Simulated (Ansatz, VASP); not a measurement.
Two plane-wave programs on ZnSe

```xyz
2
Lattice="0.0000 2.8324 2.8324 2.8324 0.0000 2.8324 2.8324 2.8324 0.0000" Properties=species:S:1:pos:R:3 pbc="T T T"
Zn    0.0000    0.0000    0.0000
Se    1.4162    1.4162    1.4162
```

Alike in both runs: task single point; functional HSE06; k mesh 4 × 4 × 4; no spin polarisation.

```csv
,VASP,Ansatz
version,VASP 6.6.1,Ansatz 0.2.0
potentials or method,"VASP PAW PBE potentials, release 64 (Zn, Se)","plane waves, PAW"
plane-wave cutoff (eV),520,420
occupations,"gaussian, width 0.01 eV",fixed
valence electrons in the cell,18,28
```

|  | VASP | Ansatz | Ansatz less VASP |
| --- | --- | --- | --- |
| gap on the k mesh at the Fermi level (eV) | 2.43 | 2.44 | +0.010 |
| pressure (GPa) | 1.5 | 1.6 | +0.01 |

VASP's potentials hold 18 valence electrons a cell and Ansatz's 28, so a difference there can come from the potentials and not from the codes. Ansatz's warnings: stress exchange threshold loose, stress scf threshold loose.

The k mesh is coarse, so the values compare programs but aren't converged.
